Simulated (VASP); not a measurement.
# Mg4Se (P6/mmm) in VASP: notebook

Mg4Se is run at these levels: PBE; tasks: relaxation of cell and atoms, single point.

Everything below comes from runs of VASP 6.6.1. Logs are shortened: lines on timing, memory, paths and dates and some standing lists are left out, and cuts for length are marked.

## (1) The cell of the first run

It takes space group P6/mmm (No. 191, hexagonal). Conventional cell: a = 4.556 Å, b = 4.556 Å, c = 6.393 Å, α = 90.00°, β = 90.00°, γ = 120.00°. Within 3.5 Å of Mg (site symmetry -6m2) lie 9 Mg at 2.63 to 2.83 Å. Mg (site symmetry 6mm) has 1 Mg at 2.11 Å and 1 Se at 2.14 Å within 2.8 Å. Se (site symmetry 6/mmm) has 2 Mg at 2.14 Å within 2.8 Å.

## (2) Relaxation of cell and atoms, PBE

INCAR reads:

```
SYSTEM = Mg4Se
PREC = Accurate ; ENCUT = 600
EDIFF = 1E-6 ; ISMEAR = 0
SIGMA = 0.1 ; LREAL = .False.
LASPH = .True. ; NELM = 80
ALGO = Normal ; ISIF = 3
LWAVE = .False. ; LCHARG = .False.
GGA = PE ; IBRION = 2
NSW = 90 ; EDIFFG = -0.04
```

KPOINTS reads:

```
Automatic mesh
0
Gamma
  6 6 4
  0 0 0
```

POSCAR reads:

```
Mg4Se
1.0
    4.5564401000      0.0000000000      0.0000000000
   -2.2782200500      3.9459928800      0.0000000000
    0.0000000000      0.0000000000      6.3932558100
Mg Se
4 1
Direct
    0.3333333300      0.6666666700      0.0000000000
    0.6666666700      0.3333333300      0.0000000000
    0.0000000000      0.0000000000      0.8352945100
    0.0000000000      0.0000000000      0.1647054900
    0.0000000000      0.0000000000      0.5000000000
```

Potentials or basis: VASP PAW PBE potentials, release 64 (Mg, Se).

The run is started by

```
$ cat potpaw_PBE.64/Mg/POTCAR potpaw_PBE.64/Se/POTCAR > POTCAR
$ mpirun -np 1 vasp_std > vasp.out
```

OUTCAR:

```text
SYSTEM = Mg4Se
   PREC = Accurate
   ENCUT = 600
   EDIFF = 1E-6
   ISMEAR = 0
   LREAL = .False.
   LASPH = .True.
   NELM = 80
   ISIF = 3
   GGA = PE
   IBRION = 2
   NSW = 90
   EDIFFG = -0.04

 ion  position               nearest neighbor table
   1  0.333  0.667  0.000-   2 2.63   2 2.63   2 2.63   4 2.83   3 2.83   4 2.83   3 2.83   4 2.83
                             3 2.83
   2  0.667  0.333  0.000-   1 2.63   1 2.63   1 2.63   4 2.83   3 2.83   3 2.83   4 2.83   3 2.83
                             4 2.83
   3  0.000  0.000  0.835-   4 2.11   5 2.14   1 2.83   2 2.83   2 2.83   1 2.83   2 2.83   1 2.83

   4  0.000  0.000  0.165-   3 2.11   5 2.14   1 2.83   2 2.83   2 2.83   1 2.83   2 2.83   1 2.83

   5  0.000  0.000  0.500-   3 2.14   4 2.14

  LATTYP: Found a hexagonal cell.
 ALAT       =     4.5564401000
 C/A-ratio  =     1.4031251744

  Lattice vectors:

 A1 = (   4.5564401000,   0.0000000000,   0.0000000000)
 A2 = (  -2.2782200500,   3.9459928800,   0.0000000000)
 A3 = (   0.0000000000,   0.0000000000,   6.3932558100)

Analysis of symmetry for initial positions (statically):
=====================================================================
 Subroutine PRICEL returns:
 Original cell was already a primitive cell.

 Routine SETGRP: Setting up the symmetry group for a
 hexagonal supercell.

 Subroutine GETGRP returns: Found 24 space group operations
 (whereof 24 operations were pure point group operations)
 out of a pool of 24 trial point group operations.

The static configuration has the point symmetry D_6h.

Analysis of symmetry for dynamics (positions and initial velocities):
=====================================================================
 Subroutine PRICEL returns:
 Original cell was already a primitive cell.

 Routine SETGRP: Setting up the symmetry group for a
 hexagonal supercell.

 Subroutine GETGRP returns: Found 24 space group operations
 (whereof 24 operations were pure point group operations)
 out of a pool of 24 trial point group operations.

The dynamic configuration has the point symmetry D_6h.

 Subroutine INISYM returns: Found 24 space group operations
 (whereof 24 operations are pure point group operations),
 and found     1 'primitive' translations

----------------------------------------------------------------------------------------

                                     Primitive cell

  volume of cell :     114.9487

  direct lattice vectors                    reciprocal lattice vectors
     4.556440100  0.000000000  0.000000000     0.219469581  0.126710822  0.000000000
    -2.278220050  3.945992880  0.000000000     0.000000000  0.253421643  0.000000000
     0.000000000  0.000000000  6.393255810     0.000000000  0.000000000  0.156414827

  length of vectors
     4.556440100  4.556440102  6.393255810     0.253421643  0.253421643  0.156414827

  position of ions in fractional coordinates (direct lattice)
     0.333333330  0.666666670  0.000000000
     0.666666670  0.333333330  0.000000000
     0.000000000  0.000000000  0.835294510
     0.000000000  0.000000000  0.164705490
     0.000000000  0.000000000  0.500000000

  ion indices of the primitive-cell ions
   primitive index   ion index
                 1           1
                 2           2
                 3           3
                 4           4
                 5           5

----------------------------------------------------------------------------------------

 KPOINTS: Automatic mesh

Automatic generation of k-mesh.
 Grid dimensions read from file:
 generate k-points for:    6    6    4

 Generating k-lattice:

  Cartesian coordinates                     Fractional coordinates (reciprocal lattice)
     0.036578264  0.021118470  0.000000000     0.166666667 -0.000000000  0.000000000
     0.000000000  0.042236941  0.000000000     0.000000000  0.166666667  0.000000000
     0.000000000  0.000000000  0.039103707     0.000000000  0.000000000  0.250000000

  Length of vectors
     0.042236941  0.042236941  0.039103707

  Shift w.r.t. Gamma in fractional coordinates (k-lattice)
     0.000000000  0.000000000  0.000000000

 Subroutine IBZKPT returns following result:
 ===========================================

 Found     21 irreducible k-points:

 Following reciprocal coordinates:
            Coordinates               Weight
  0.000000  0.000000  0.000000      1.000000
  0.166667 -0.000000  0.000000      6.000000
  0.333333  0.000000  0.000000      6.000000
  0.500000  0.000000  0.000000      3.000000
  0.166667  0.166667  0.000000      6.000000
  0.333333  0.166667  0.000000     12.000000
[... 13 lines left out ...]
  0.333333  0.166667  0.500000     12.000000
  0.333333  0.333333  0.500000      2.000000
   k-points           NKPTS =     21   k-points in BZ     NKDIM =     21   number of bands    NBANDS=     11
   number of dos      NEDOS =    301   number of ions     NIONS =      5
   total plane-waves  NPLWV =  69984
[... 10 lines left out ...]
   LNONCOLLINEAR =      F non collinear calculations
   LSORBIT =      F    spin-orbit coupling
   LASPH  =      T    aspherical Exc in radial PAW
   ENCUT  =  600.0 eV  44.10 Ry    6.64 a.u.   9.10  9.10 12.77*2*pi/ulx,y,z
   NELM   =     80;   NELMIN=  2; NELMDL= -5     # of ELM steps
   EDIFF  = 0.1E-05   stopping-criterion for ELM
   LREAL  =      F    real-space projection
   EDIFFG = -.4E-01   stopping-criterion for IOM
   NSW    =     90    number of steps for IOM
   IBRION =      2    ionic relax: 0-MD 1-quasi-New 2-CG
   NFREE  =      1    steps in history (QN), initial steepest desc. (CG)
   ISIF   =      3    stress and relaxation
   ISYM   =      2    0-nonsym 1-usesym 2-fastsym
   POTIM  = 0.5000    time-step for ionic-motion
   TEBEG  =    0.0;   TEEND  =   0.0 temperature during run
   PSTRESS=    0.0 pullay stress
   NELECT =      14.0000    total number of electrons
   NUPDOWN=      -1.0000    fix difference up-down
   EMIN   =  10.00;   EMAX   =-10.00  energy-range for DOS
   EFERMI =   0.00;   METHOD = LEGACY
   ISMEAR =     0;   SIGMA  =   0.10  broadening in eV -4-tet -1-fermi 0-gaus
   EFERMI_NEDOS =   21; number of points for ismear=-14 and -15
   IALGO  =     38    algorithm
   IMIX   =      4    mixing-type and parameters
     AMIX     =   0.40;   BMIX     =  1.00
     AMIX_MAG =   1.60;   BMIX_MAG =  1.00
  volume/ion in A,a.u.               =      22.99       155.14
  Fermi-wavevector in a.u.,A,eV,Ry     =   0.811489  1.533493  8.959640  0.658515
  Thomas-Fermi vector in A             =   1.920858
   LORBIT       =      0    0 simple, 1 ext, 2 COOP (PROOUT), +10 PAW based schemes
   GGA     = PE    functional components
   LHFCALC =     F    Hartree Fock is set to
   AEXX    =    0.0000 exact exchange contribution
   IVDW    =     0    specifies the selected vdW correction
   LEPSILON=     F    determine dielectric tensor
   LRPA    =     F    only Hartree local field effects (RPA)
 conjugate gradient relaxation of ions
 non-spin polarized calculation
 Gauss-broadening in eV      SIGMA  =   0.10
  energy-cutoff  :      600.00
  volume of cell :      114.95
 maximum number of plane-waves:      3864
   NGX = 19   NGY = 19   NGZ = 25

--------------------------------------- Ionic step        1  -------------------------------------------

 number of electron      14.0000001 magnetization

 Free energy of the ion-electron system (eV)
  ---------------------------------------------------
  ext. energy  EPLUGINS =         0.00000000
  ---------------------------------------------------
  free energy    TOTEN  =        -5.47504109 eV

  energy without entropy =       -5.46138803  energy(sigma->0) =       -5.46821456

------------------------ aborting loop because EDIFF is reached ----------------------------------------

  FORCE on cell =-STRESS in cart. coord.  units (eV):
  Direction    XX          YY          ZZ          XY          YZ          ZX
  --------------------------------------------------------------------------------------
  -------------------------------------------------------------------------------------
  Total       11.5973666     11.5973666     26.4321667      0.0000000      0.0000000      0.0000000
  in kB      161.6463576    161.6463578    368.4166949      0.0000000      0.0000000      0.0000000
  external PRESSURE =     230.5698034 kB  Pullay stress =       0.0000000 kB
[... 24 lines left out ...]
  energy  without entropy=       -5.4613880308  energy(sigma->0) =       -5.46821456

--------------------------------------- Ionic step        2  -------------------------------------------

 number of electron      14.0000002 magnetization

 E-fermi :  -0.0326     XC(G=0):  -6.8730

 val. band max:       -0.0344436935   @ k =   0.1667  -0.0000   0.0000
 cond. band min:      -0.0235011749   @ k =   0.1667   0.1667   0.2500
 fundamental gap:      0.0109425186
 Fermi energy:        -0.0326167164

 k-point     1 :       0.0000    0.0000    0.0000
  band No.  band energies     occupation
      1     -11.2105      2.00000
      2      -5.7500      2.00000
      3      -3.3013      2.00000
      4      -0.3292      1.99997
      5      -0.3292      1.99997
      6      -0.0780      1.47889
      7       1.2834      0.00000
      8       1.2834      0.00000
      9       1.3823      0.00000
     10       1.3823      0.00000
     11       2.1532      0.00000
[... 509 lines left out ...]
  energy  without entropy=       -8.9147245279  energy(sigma->0) =       -8.91913332

--------------------------------------- Ionic step        8  -------------------------------------------

 number of electron      13.9999998 magnetization

 Free energy of the ion-electron system (eV)
  ---------------------------------------------------
  ext. energy  EPLUGINS =         0.00000000
  ---------------------------------------------------
  free energy    TOTEN  =        -8.92765246 eV

  energy without entropy =       -8.91844640  energy(sigma->0) =       -8.92304943

 E-fermi :   0.2348     XC(G=0):  -6.9107

 val. band max:        0.1325025588   @ k =   0.5000   0.0000   0.0000
 cond. band min:       0.2544588636   @ k =   0.3333   0.0000   0.0000
 fundamental gap:      0.1219563048
 Fermi energy:         0.2348213195

 k-point     1 :       0.0000    0.0000    0.0000
  band No.  band energies     occupation
      1     -11.3863      2.00000
      2      -5.3848      2.00000
      3      -3.4408      2.00000
      4      -0.5500      2.00000
      5      -0.5500      2.00000
      6       0.2793      0.52911
      7       1.5024      0.00000
      8       1.5024      0.00000
      9       1.5210      0.00000
     10       1.5210      0.00000
     11       2.2303      0.00000
[... 310 lines left out ...]
  FREE ENERGIE OF THE ION-ELECTRON SYSTEM (eV)
  ---------------------------------------------------
  free  energy   TOTEN  =        -8.9276524566 eV

  energy  without entropy=       -8.9184464028  energy(sigma->0) =       -8.92304943

 reached required accuracy - stopping structural energy minimisation
```

It took 1.9 min on 1 thread of Intel Xeon Platinum 8488C (Sapphire Rapids), shared host; peak memory 0.26 GiB.

Results:

* Free energy: -8.9277 eV
* Relaxed volume: 34.99 Å³/atom
* Relaxed cell: a = 5.153 Å, b = 5.153 Å, c = 7.610 Å, α = 90.00°, β = 90.00°, γ = 120.00°
* Space group after relaxing (to 0.05 Å): P6/mmm (No. 191)
* Energy gained by relaxing: 690.5 meV/atom
* Ionic steps: 8
* Pressure after relaxing: 0.0 GPa
* Largest force after relaxing: 0.027 eV/Å
* Band gap on the k mesh: zero (band 7 reaches 1.50 eV, above the bottom of band 8 at -0.06 eV)

Forces on the atoms (eV/Å):
```
Mg   0.000  0.000  0.000
Mg   0.000  0.000  0.000
Mg   0.000  0.000 -0.027
Mg   0.000  0.000  0.027
Se   0.000  0.000  0.000
```

Stress tensor (GPa, compression positive):
```
 0.08  0.00  0.00
 0.00  0.08  0.00
 0.00  0.00 -0.03
```

Step by step:
```tsv
step	energy change (eV)	largest force (eV/Å)	pressure (GPa)	volume (Å³)
1	0.0000	1.7907	23.06	114.95
2	-3.1921	1.0842	-1.21	178.36
3	-3.2559	1.1713	0.74	164.58
4	-3.2589	1.1598	0.47	166.17
5	-3.4349	0.3228	0.35	170.74
6	-3.4485	0.0464	0.45	172.40
7	-3.4485	0.0177	0.44	172.28
8	-3.4526	0.0274	0.05	174.96
```

Final structure:
```
Mg Se
1.0
     5.15250    0.00000    0.00000
    -2.57625    4.46220    0.00000
     0.00000    0.00000    7.60962
Mg Se
4 1
Direct
  0.33333 0.66667 0.00000
  0.66667 0.33333 0.00000
  0.00000 0.00000 0.81354
  0.00000 0.00000 0.18646
  0.00000 0.00000 0.50000
```

Levels at points of the mesh, in eV from the Fermi level:
| k point | band 4 | band 5 | band 6 | band 7 | band 8 | band 9 | band 10 | band 11 |
| --- | --- | --- | --- | --- | --- | --- | --- | --- |
| (0.00, 0.00, 0.00) | -0.78 | -0.78 | 0.04 | 1.27 | 1.27 | 1.29 | 1.29 | 2.00 |
| (0.50, 0.00, 0.00) | -3.34 | -1.17 | -1.13 | -0.10 | 0.29 | 0.31 | 1.59 | 3.20 |
| (0.00, 0.00, 0.50) | -1.33 | -0.72 | -0.72 | 0.99 | 0.99 | 1.30 | 1.30 | 2.15 |
| (0.50, 0.00, 0.50) | -2.35 | -1.63 | -0.89 | -0.58 | 0.37 | 0.39 | 1.27 | 4.08 |

Caveat: the volume moved by over 15 % at a fixed basis, so the end points are rough.

## (3) Single point, PBE

This run uses another cell than the first one, of 35.36 Å³/atom, 1.538 times its volume.

INCAR reads:

```
SYSTEM = Mg4Se
ALGO     = Normal         ! electronic algorithm
EDIFF    = 1E-7           ! SCF threshold, eV
ENCUT    = 520            ! plane-wave cutoff, eV
GGA      = PE             ! functional
ISIF     = 2              ! what is computed and relaxed
ISMEAR   = 0              ! smearing method
LASPH    = .TRUE.         ! aspherical terms in the spheres
LCHARG   = .FALSE.        ! write CHGCAR
LREAL    = .FALSE.        ! projectors in reciprocal space
LWAVE    = .FALSE.        ! write WAVECAR
NBANDS   = 15             ! bands
NELM     = 100            ! most SCF steps
PREC     = Accurate       ! precision mode
SIGMA    = 0.1            ! smearing width, eV
```

KPOINTS reads:

```
k-points
0
G
  12 12 6
  0 0 0
```

POSCAR reads:

```
Mg4Se
1.0
    5.1840966238      0.0000000000      0.0000000000
   -2.5920483119      4.4895593719      0.0000000000
    0.0000000000      0.0000000000      7.5972703880
Mg Se
4 1
Direct
    0.3333333333      0.6666666667      0.0000000000
    0.6666666667      0.3333333333      0.0000000000
    0.0000000000      0.0000000000      0.8137107643
    0.0000000000      0.0000000000      0.1862892357
    0.0000000000      0.0000000000      0.5000000000
```

Potentials or basis: VASP PAW PBE potentials, release 64 (Mg, Se).

The run is started by

```
$ cat potpaw_PBE.64/Mg/POTCAR potpaw_PBE.64/Se/POTCAR > POTCAR
$ mpirun -np 1 vasp_std > vasp.out
```

Wall time 2.2 min (1 thread of Intel Xeon Platinum 8488C (Sapphire Rapids), shared host); peak memory 0.43 GiB.

Results (log left out):

| Property | Result |
| --- | --- |
| Free energy | -8.9476 eV |
| Pressure | -0.1 GPa |
| Largest force | 0.020 eV/Å |
| Band gap on the k mesh | zero (band 7 reaches 1.47 eV, above the bottom of band 8 at -0.26 eV) |

Forces on the atoms (eV/Å):
```
Mg   0.000  0.000  0.000
Mg   0.000  0.000  0.000
Mg   0.000  0.000  0.020
Mg   0.000  0.000 -0.020
Se   0.000  0.000  0.000
```

Levels at points of the mesh, in eV from the Fermi level:
| k point | band 3 | band 4 | band 5 | band 6 | band 7 | band 8 | band 9 | band 10 | band 11 | band 12 |
| --- | --- | --- | --- | --- | --- | --- | --- | --- | --- | --- |
| (0.00, 0.00, 0.00) | -3.67 | -0.81 | -0.81 | 0.09 | 1.28 | 1.28 | 1.30 | 1.30 | 1.97 | 3.05 |
| (0.50, 0.00, 0.00) | -3.65 | -3.35 | -1.18 | -1.13 | -0.09 | 0.29 | 0.36 | 1.63 | 3.21 | 4.36 |
| (0.00, 0.00, 0.50) | -2.76 | -1.27 | -0.75 | -0.75 | 1.00 | 1.00 | 1.32 | 1.32 | 2.12 | 3.33 |
| (0.50, 0.00, 0.50) | -3.57 | -2.34 | -1.63 | -0.91 | -0.55 | 0.38 | 0.41 | 1.31 | 3.95 | 4.11 |

## (4) Relaxation of cell and atoms, PBE

This run uses another cell than the first one, of 35.09 Å³/atom, 1.526 times its volume.

INCAR reads:

```
PREC     = Accurate       # precision mode
ENCUT    = 600            # plane-wave cutoff, eV
EDIFF    = 1E-7           # SCF threshold, eV
ISMEAR   = 0              # smearing method
SIGMA    = 0.1            # smearing width, eV
LREAL    = False          # projectors in reciprocal space
LASPH    = True           # aspherical terms in the spheres
NELM     = 80             # most SCF steps
ALGO     = Normal         # electronic algorithm
ISIF     = 3              # what is computed and relaxed
LWAVE    = False          # write WAVECAR
LCHARG   = False          # write CHGCAR
GGA      = PE             # functional
IBRION   = 2              # ionic algorithm
NSW      = 100            # ionic steps
EDIFFG   = -0.01          # ionic threshold
```

KPOINTS reads:

```
Automatic mesh
0
Gamma
  12 12 6
```

POSCAR reads:

```
Mg4Se
1.0
    5.1591735635      0.0000000000      0.0000000000
   -2.5795867817      4.4679753685      0.0000000000
    0.0000000000      0.0000000000      7.6114639501
Mg Se
4 1
Direct
    0.3333333333      0.6666666667      0.0000000000
    0.6666666667      0.3333333333      0.0000000000
    0.0000000000      0.0000000000      0.8133399500
    0.0000000000      0.0000000000      0.1866600500
    0.0000000000      0.0000000000      0.5000000000
```

The run is started by

```
$ cat potpaw_PBE.64/Mg/POTCAR potpaw_PBE.64/Se/POTCAR > POTCAR
$ mpirun -np 1 vasp_std > vasp.out
```

Wall time 6 min (1 thread of Intel Xeon Platinum 8488C (Sapphire Rapids), shared host); peak memory 0.49 GiB.

The run converged. Its results:

```
Free energy                            : -8.9480 eV
Relaxed volume                         : 35.28 Å³/atom
Relaxed cell                           : a = 5.179 Å, b = 5.179 Å, c = 7.595 Å, α = 90.00°, β = 90.00°, γ = 120.00°
Space group after relaxing (to 0.05 Å) : P6/mmm (No. 191)
Energy gained by relaxing              : 0.1 meV/atom
Ionic steps                            : 6
Pressure after relaxing                : 0.0 GPa
Largest force after relaxing           : 0.007 eV/Å
Band gap on the k mesh                 : zero (band 7 reaches 1.47 eV, above the bottom of band 8 at -0.25 eV)
```

Forces in eV/Å, atoms in the order of the input:
```
Mg   0.000  0.000  0.000
Mg   0.000  0.000  0.000
Mg   0.000  0.000  0.007
Mg   0.000  0.000 -0.007
Se   0.000  0.000  0.000
```

Step by step:
| step | energy change (eV) | largest force (eV/Å) | pressure (GPa) | volume (Å³) |
| --- | --- | --- | --- | --- |
| 1 | 0.0000 | 0.0160 | 0.05 | 175.45 |
| 2 | -0.0004 | 0.0260 | 0.04 | 175.74 |
| 3 | -0.0006 | 0.0434 | 0.03 | 176.24 |
| 4 | -0.0006 | 0.0382 | 0.03 | 176.09 |
| 5 | -0.0007 | 0.0001 | -0.03 | 176.47 |
| 6 | -0.0007 | 0.0074 | -0.02 | 176.40 |

Final structure:
```
Mg Se
1.0
     5.17871    0.00000    0.00000
    -2.58935    4.48489    0.00000
     0.00000    0.00000    7.59496
Mg Se
4 1
Direct
  0.33333 0.66667 0.00000
  0.66667 0.33333 0.00000
  0.00000 0.00000 0.81385
  0.00000 0.00000 0.18615
  0.00000 0.00000 0.50000
```

Levels at points of the mesh, in eV from the Fermi level:
```csv
k point,band 3,band 4,band 5,band 6,band 7,band 8,band 9,band 10,band 11
"(0.00, 0.00, 0.00)",-3.67,-0.81,-0.81,0.09,1.28,1.28,1.30,1.30,1.97
"(0.50, 0.00, 0.00)",-3.65,-3.35,-1.18,-1.13,-0.09,0.29,0.36,1.63,3.21
"(0.00, 0.00, 0.50)",-2.75,-1.27,-0.74,-0.74,1.00,1.00,1.32,1.32,2.13
"(0.50, 0.00, 0.50)",-3.58,-2.34,-1.63,-0.91,-0.55,0.39,0.42,1.31,3.95
```

## (5) The runs side by side

```tsv
task	cell	k mesh	cutoff (eV)	gap on the mesh (eV)	pressure (GPa)	relaxed volume (Å³/atom)	largest force (eV/Å)
relaxation of cell and atoms	relaxed from a = 4.556, b = 4.556, c = 6.393 Å, angles 90.0, 90.0, 120.0°, 5 atoms	6 × 6 × 4	600	none	0.0	34.99	0.03
single point	a = 5.184, b = 5.184, c = 7.597 Å, angles 90.0, 90.0, 120.0°, 5 atoms	12 × 12 × 6	520	none	-0.1	-	0.02
relaxation of cell and atoms	relaxed from a = 5.159, b = 5.159, c = 7.611 Å, angles 90.0, 90.0, 120.0°, 5 atoms	12 × 12 × 6	600	none	0.0	35.28	0.01
```

Alike in all rows: level PBE; potentials or basis VASP PAW PBE potentials, release 64 (Mg, Se); no spin polarisation; smearing gaussian 0.1 eV.

Caveats: the volume moved by over 15 % at a fixed basis, so the end points are rough (some runs).

Total energies depend on the potentials used, so only differences within one code and one set of settings carry meaning.
